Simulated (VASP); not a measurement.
# Fe (Im-3m) in VASP: a series of runs

Fe is run at these levels: r2SCAN; tasks: single point.

Everything below comes from runs of VASP 6.6.1. Logs are shortened: lines on timing, memory, paths and dates and some standing lists are left out, and cuts for length are marked.

## (1) The cell of the first run

It takes space group Im-3m (No. 229, cubic). Conventional cell: a = 2.928 Å, b = 2.928 Å, c = 2.928 Å, α = 90.00°, β = 90.00°, γ = 90.00°. Within 3.3 Å of Fe (site symmetry m-3m) lie 14 Fe at 2.54 to 2.93 Å.

## (2) Single point, r2SCAN, collinear spin, ferromagnetic start

POSCAR

```
Fe
1.0
   -1.4640000000      1.4640000000      1.4640000000
    1.4640000000     -1.4640000000      1.4640000000
    1.4640000000      1.4640000000     -1.4640000000
Fe
1
Direct
    0.0000000000      0.0000000000      0.0000000000
```

INCAR.step1

```
SYSTEM = Fe
PREC     = Accurate       ! precision mode
ENCUT    = 520            ! plane-wave cutoff, eV
ISMEAR   = -1             ! smearing method
SIGMA    = 0.1            ! smearing width, eV
LREAL    = .FALSE.        ! projectors in reciprocal space
LASPH    = .TRUE.         ! aspherical terms in the spheres
NELM     = 150            ! most SCF steps
ISPIN    = 2              ! spin polarisation
MAGMOM   = 4.31           ! initial moments
NUPDOWN  = 4.31           ! fixed moment
LMAXMIX  = 4              ! l up to which the mixer works
NBANDS   = 14             ! bands
GGA      = PE             ! functional
ALGO     = Normal         ! electronic algorithm
EDIFF    = 1E-4           ! SCF threshold, eV
LWAVE    = .TRUE.         ! write WAVECAR
LCHARG   = .FALSE.        ! write CHGCAR
```

INCAR.step2

```
SYSTEM = Fe
PREC     = Accurate       ! precision mode
ENCUT    = 520            ! plane-wave cutoff, eV
EDIFF    = 1E-7           ! SCF threshold, eV
ISMEAR   = -1             ! smearing method
SIGMA    = 0.1            ! smearing width, eV
LREAL    = .FALSE.        ! projectors in reciprocal space
LASPH    = .TRUE.         ! aspherical terms in the spheres
NELM     = 150            ! most SCF steps
ALGO     = Normal         ! electronic algorithm
ISIF     = 2              ! what is computed and relaxed
LWAVE    = .FALSE.        ! write WAVECAR
LCHARG   = .FALSE.        ! write CHGCAR
ISPIN    = 2              ! spin polarisation
MAGMOM   = 4.31           ! initial moments
LORBIT   = 11             ! projections on sites
NUPDOWN  = 4.31           ! fixed moment
LMAXMIX  = 4              ! l up to which the mixer works
METAGGA  = R2SCAN         ! meta-GGA
LMIXTAU  = .TRUE.       
NBANDS   = 14             ! bands
ISTART   = 1
```

KPOINTS

```
regular mesh
0
G
  14 14 14
  0 0 0
```

Potentials or basis: VASP PAW PBE potentials, release 64 (Fe).

Launch:

```console
$ cat potpaw_PBE.64/Fe/POTCAR > POTCAR
$ cp INCAR.step1 INCAR
$ mpirun -np 1 vasp_std > vasp.out
$ cp INCAR.step2 INCAR
$ mpirun -np 1 vasp_std > vasp.out
```

OUTCAR:

```text
SYSTEM = Fe
   PREC = Accurate
   ENCUT = 520
   EDIFF = 1E-7
   ISMEAR = -1
   LREAL = .FALSE.
   LASPH = .TRUE.
   NELM = 150
   ISIF = 2
   ISPIN = 2
   LORBIT = 11
   NUPDOWN = 4.31
   METAGGA = R2SCAN
   ISTART = 1

 ion  position               nearest neighbor table
   1  0.000  0.000  0.000-

  LATTYP: Found a body centered cubic cell.
 ALAT       =     2.9280000000

  Lattice vectors:

 A1 = (  -1.4640000000,   1.4640000000,   1.4640000000)
 A2 = (   1.4640000000,  -1.4640000000,   1.4640000000)
 A3 = (   1.4640000000,   1.4640000000,  -1.4640000000)

Analysis of symmetry for initial positions (statically):
=====================================================================
 Subroutine PRICEL returns:
 Original cell was already a primitive cell.

 Routine SETGRP: Setting up the symmetry group for a
 body centered cubic supercell.

 Subroutine GETGRP returns: Found 48 space group operations
 (whereof 48 operations were pure point group operations)
 out of a pool of 48 trial point group operations.

The static configuration has the point symmetry O_h .

Analysis of symmetry for dynamics (positions and initial velocities):
=====================================================================
 Subroutine PRICEL returns:
 Original cell was already a primitive cell.

 Routine SETGRP: Setting up the symmetry group for a
 body centered cubic supercell.

 Subroutine GETGRP returns: Found 48 space group operations
 (whereof 48 operations were pure point group operations)
 out of a pool of 48 trial point group operations.

The dynamic configuration has the point symmetry O_h .

Analysis of structural, dynamic, and magnetic symmetry:
=====================================================================
 Subroutine PRICEL returns:
 Original cell was already a primitive cell.

 Routine SETGRP: Setting up the symmetry group for a
 body centered cubic supercell.

 Subroutine GETGRP returns: Found 48 space group operations
 (whereof 48 operations were pure point group operations)
 out of a pool of 48 trial point group operations.

The overall configuration has the point symmetry O_h .

 Subroutine INISYM returns: Found 48 space group operations
 (whereof 48 operations are pure point group operations),
 and found     1 'primitive' translations

----------------------------------------------------------------------------------------

                                     Primitive cell

  volume of cell :      12.5511

  direct lattice vectors                    reciprocal lattice vectors
    -1.464000000  1.464000000  1.464000000     0.000000000  0.341530055  0.341530055
     1.464000000 -1.464000000  1.464000000     0.341530055  0.000000000  0.341530055
     1.464000000  1.464000000 -1.464000000     0.341530055  0.341530055  0.000000000

  length of vectors
     2.535722382  2.535722382  2.535722382     0.482996435  0.482996435  0.482996435

  position of ions in fractional coordinates (direct lattice)
     0.000000000  0.000000000  0.000000000

  ion indices of the primitive-cell ions
   primitive index   ion index
                 1           1

----------------------------------------------------------------------------------------

 KPOINTS: regular mesh

Automatic generation of k-mesh.
 Grid dimensions read from file:
 generate k-points for:   14   14   14

 Generating k-lattice:

  Cartesian coordinates                     Fractional coordinates (reciprocal lattice)
     0.000000000  0.024395004  0.024395004     0.071428571  0.000000000  0.000000000
     0.024395004  0.000000000  0.024395004     0.000000000  0.071428571  0.000000000
     0.024395004  0.024395004  0.000000000     0.000000000  0.000000000  0.071428571

  Length of vectors
     0.034499745  0.034499745  0.034499745

  Shift w.r.t. Gamma in fractional coordinates (k-lattice)
     0.000000000  0.000000000  0.000000000

 Subroutine IBZKPT returns following result:
 ===========================================

 Found    104 irreducible k-points:

 Following reciprocal coordinates:
            Coordinates               Weight
  0.000000  0.000000  0.000000      1.000000
  0.071429  0.000000  0.000000     12.000000
  0.142857  0.000000  0.000000     12.000000
  0.214286  0.000000  0.000000     12.000000
  0.285714  0.000000  0.000000     12.000000
  0.357143  0.000000  0.000000     12.000000
[... 16 lines left out ...]
  0.285714  0.285714  0.000000     24.000000
  0.357143  0.285714  0.000000     24.000000
 [... further k-points ...]
   k-points           NKPTS =    104   k-points in BZ     NKDIM =    104   number of bands    NBANDS=     14
   number of dos      NEDOS =    301   number of ions     NIONS =      1
   total plane-waves  NPLWV =   8000
   dimension x,y,z NGX =    20 NGY =   20 NGZ =   20
   dimension x,y,z NGXF=    40 NGYF=   40 NGZF=   40
   ions per type =               1
   NGX,Y,Z   is equivalent  to a cutoff of  13.11, 13.11, 13.11 a.u.
   NGXF,Y,Z  is equivalent  to a cutoff of  26.22, 26.22, 26.22 a.u.
 SYSTEM =  Fe
   PREC   = accura    normal or accurate (medium, high low for compatibility)
   ISTART =      1    job   : 0-new  1-cont  2-samecut
   ICHARG =      0    charge: 1-file 2-atom 10-const
   ISPIN  =      2    spin polarized calculation?
   LNONCOLLINEAR =      F non collinear calculations
   LSORBIT =      F    spin-orbit coupling
   LASPH  =      T    aspherical Exc in radial PAW
   ENCUT  =  520.0 eV  38.22 Ry    6.18 a.u.   4.71  4.71  4.71*2*pi/ulx,y,z
   NELM   =    150;   NELMIN=  2; NELMDL=  0     # of ELM steps
   EDIFF  = 0.1E-06   stopping-criterion for ELM
   LREAL  =      F    real-space projection
   EDIFFG = 0.1E-05   stopping-criterion for IOM
   NSW    =      0    number of steps for IOM
   IBRION =     -1    ionic relax: 0-MD 1-quasi-New 2-CG
   NFREE  =      0    steps in history (QN), initial steepest desc. (CG)
   ISIF   =      2    stress and relaxation
   ISYM   =      2    0-nonsym 1-usesym 2-fastsym
   POTIM  = 0.5000    time-step for ionic-motion
   TEBEG  =    0.0;   TEEND  =   0.0 temperature during run
   PSTRESS=    0.0 pullay stress
   NELECT =       8.0000    total number of electrons
   NUPDOWN=       4.3100    fix difference up-down
   EMIN   =  10.00;   EMAX   =-10.00  energy-range for DOS
   EFERMI =   0.00;   METHOD = LEGACY
   ISMEAR =    -1;   SIGMA  =   0.10  broadening in eV -4-tet -1-fermi 0-gaus
   EFERMI_NEDOS =   21; number of points for ismear=-14 and -15
   IALGO  =     38    algorithm
   IMIX   =      4    mixing-type and parameters
     AMIX     =   0.40;   BMIX     =  1.00
     AMIX_MAG =   1.60;   BMIX_MAG =  1.00
  volume/ion in A,a.u.               =      12.55        84.70
  Fermi-wavevector in a.u.,A,eV,Ry     =   1.408890  2.662416 27.007170  1.984971
  Thomas-Fermi vector in A             =   2.531002
   LORBIT       =     11    0 simple, 1 ext, 2 COOP (PROOUT), +10 PAW based schemes
   METAGGA = R2SCAN    functional components
   LHFCALC =     F    Hartree Fock is set to
   AEXX    =    0.0000 exact exchange contribution
   IVDW    =     0    specifies the selected vdW correction
   LEPSILON=     F    determine dielectric tensor
   LRPA    =     F    only Hartree local field effects (RPA)
 spin polarized calculation
  energy-cutoff  :      520.00
  volume of cell :       12.55
 maximum number of plane-waves:       370
   NGX =  9   NGY =  9   NGZ =  9

 number of electron       7.9999998 magnetization       4.3099998

 Free energy of the ion-electron system (eV)
  ---------------------------------------------------
  ext. energy  EPLUGINS =         0.00000000
  ---------------------------------------------------
  free energy    TOTEN  =       -11.84911253 eV

  energy without entropy =      -11.80383876  energy(sigma->0) =      -11.82647564

 E-fermi :   4.8076     XC(G=0): -13.6182

 val. band max:       11.1182039902   @ k =   0.5000   0.5000   0.3571
 cond. band min:       4.8084642568   @ k =   0.2857   0.0714   0.0714
 fundamental gap:     -6.3097397334
 Fermi energy:        11.2610326343

 spin component 1

 k-point     1 :       0.0000    0.0000    0.0000
  band No.  band energies     occupation
      1      -4.2066      1.00000
      2       0.6813      1.00000
      3       0.6813      1.00000
      4       0.6813      1.00000
      5       2.0111      1.00000
      6       2.0111      1.00000
      7      29.1226      0.00000
      8      29.1226      0.00000
      9      29.1226      0.00000
     10      33.7612      0.00000
     11      33.7612      0.00000
     12      34.7879      0.00000
     13      34.7879      0.00000
     14      34.7879      0.00000
[... 375 lines left out ...]
 k-point    24 :       0.3571    0.2857    0.0000
  band No.  band energies     occupation
      1      -0.3939      1.00000
      2       0.1619      1.00000
      3       0.5526      1.00000
      4       2.0335      1.00000
      5       2.1855      1.00000
      6       8.9597      1.00000
      7      10.6763      0.99712
      8      13.1415      0.00000
      9      22.4035      0.00000
     10      31.1908      0.00000
     11      32.7919      0.00000
     12      38.8293      0.00000
     13      42.5120      0.00000
     14      46.4832      0.00000

 [... further k-points ...]

 spin component 2

 k-point     1 :       0.0000    0.0000    0.0000
  band No.  band energies     occupation
      1      -2.8938      1.00000
      2       5.9377      0.00001
      3       5.9378      0.00001
      4       5.9378      0.00001
      5       7.2674      0.00000
      6       7.2674      0.00000
      7      30.3979      0.00000
      8      30.3979      0.00000
      9      30.3979      0.00000
     10      35.5240      0.00000
     11      35.5240      0.00000
     12      38.2846      0.00000
     13      38.2848      0.00000
     14      38.2848      0.00000
[... 375 lines left out ...]
 k-point    24 :       0.3571    0.2857    0.0000
  band No.  band energies     occupation
      1       3.8415      0.99994
      2       4.3458      0.99022
      3       4.3976      0.98369
      4       7.4119      0.00000
      5       7.5920      0.00000
      6      12.1053      0.00000
      7      13.8405      0.00000
      8      16.1940      0.00000
      9      24.9829      0.00000
     10      33.2707      0.00000
     11      34.8570      0.00000
     12      42.1551      0.00000
     13      45.3865      0.00000
     14      49.4086      0.00000

 [... further k-points ...]
[... 5 lines left out ...]
  --------------------------------------------------------------------------------------
  -------------------------------------------------------------------------------------
  Total        4.0871233      4.0871233      4.0871233     -0.0000000     -0.0000000     -0.0000000
  in kB      521.7291519    521.7291519    521.7291519     -0.0000000     -0.0000000     -0.0000000
  external PRESSURE =     521.7291519 kB  Pullay stress =       0.0000000 kB

 VOLUME and BASIS-vectors are now :
 -----------------------------------------------------------------------------
  energy-cutoff  :      520.00
  volume of cell :       12.55
      direct lattice vectors                 reciprocal lattice vectors
    -1.464000000  1.464000000  1.464000000     0.000000000  0.341530055  0.341530055
     1.464000000 -1.464000000  1.464000000     0.341530055  0.000000000  0.341530055
     1.464000000  1.464000000 -1.464000000     0.341530055  0.341530055  0.000000000

 POSITION                                       TOTAL-FORCE (eV/Angst)
 -----------------------------------------------------------------------------------
      0.00000      0.00000      0.00000         0.000000      0.000000      0.000000
 -----------------------------------------------------------------------------------
    total drift:                                0.000000     -0.000000      0.000000

  FREE ENERGIE OF THE ION-ELECTRON SYSTEM (eV)
  ---------------------------------------------------
  free  energy   TOTEN  =       -11.8491125314 eV

  energy  without entropy=      -11.8038387551  energy(sigma->0) =      -11.82647564

 total charge

# of ion       s       p       d       tot
------------------------------------------
    1        0.552   0.660   5.819   7.031

 magnetization (x)

# of ion       s       p       d       tot
------------------------------------------
    1        0.108   0.233   3.774   4.115
```

Wall time 3 min (1 thread of AMD EPYC 9R45 (Zen 5), shared host); peak memory 0.12 GiB.

Results:

- Free energy: -11.8491 eV
- Pressure: 52.2 GPa
- Net moment: 4.31 μB per cell
- Site moments: Fe +4.12 μB
- Valence electrons inside the program's atomic spheres: Fe 7.03

Caveat: the PAW data sets were made with another functional, which shifts forces and pressure a little; the total moment is fixed, so each spin has its own Fermi level.

## (3) Single point, r2SCAN, collinear spin, ferromagnetic start

POSCAR is that of step 2.

INCAR.step1

```
ALGO = Normal
EDIFF = 1E-4
ENCUT = 520
GGA = PE
ISMEAR = -1
ISPIN = 2
LASPH = True
LCHARG = False
LMAXMIX = 4
LREAL = False
LWAVE = True
MAGMOM = 0.4
NBANDS = 14
NELM = 150
PREC = Accurate
SIGMA = 0.1
```

INCAR.step2

```
ALGO = Normal
EDIFF = 1E-6
ENCUT = 520
ISIF = 2
ISMEAR = -1
ISPIN = 2
ISTART = 1
LASPH = True
LCHARG = True
LELF = True
LMAXMIX = 4
LMIXTAU = True
LORBIT = 11
LREAL = False
LVHAR = True
LWAVE = False
MAGMOM = 0.4
METAGGA = R2SCAN
NBANDS = 14
NELM = 150
PREC = Accurate
SIGMA = 0.1
```

KPOINTS

```
k-points
0
Gamma
  14 14 14
```

Potentials or basis: VASP PAW PBE potentials, release 64 (Fe).

Launch:

```console
$ cat potpaw_PBE.64/Fe/POTCAR > POTCAR
$ cp INCAR.step1 INCAR
$ mpirun -np 1 vasp_std > vasp.out
$ cp INCAR.step2 INCAR
$ mpirun -np 1 vasp_std > vasp.out
```

Wall time 2.9 min (1 thread of AMD EPYC 9R45 (Zen 5), shared host); peak memory 0.12 GiB.

Results (log left out):

```
Free energy                                           : -14.3450 eV
Pressure                                              : -9.3 GPa
Net moment                                            : 2.74 μB per cell
Site moments                                          : Fe +2.83 μB
Valence electrons inside the program's atomic spheres : Fe 7.08
```

Levels at points of the mesh, in eV from the Fermi level:
Spin up:
```csv
k point,band 2,band 3,band 4,band 5,band 6,band 7,band 8,band 9
"(0.00, 0.00, 0.00)",-3.16,-3.16,-3.16,-2.08,-2.08,24.84,24.84,24.84
"(0.50, 0.00, 0.00)",-4.05,-2.05,-1.94,-0.89,0.44,6.16,18.07,19.07
"(0.50, 0.50, 0.50)",-5.15,-1.11,-1.11,-1.11,9.35,9.35,9.35,14.71
```
Spin down:
| k point | band 1 | band 2 | band 3 | band 4 | band 5 | band 6 | band 7 |
| --- | --- | --- | --- | --- | --- | --- | --- |
| (0.00, 0.00, 0.00) | -8.88 | 0.39 | 0.39 | 0.39 | 2.44 | 2.44 | 24.50 |
| (0.50, 0.00, 0.00) | -3.28 | -0.91 | -0.14 | 2.27 | 2.70 | 3.18 | 8.49 |
| (0.50, 0.50, 0.50) | -2.40 | -2.40 | 2.91 | 2.91 | 2.91 | 9.71 | 9.71 |

Caveat: the PAW data sets were made with another functional, which shifts forces and pressure a little.
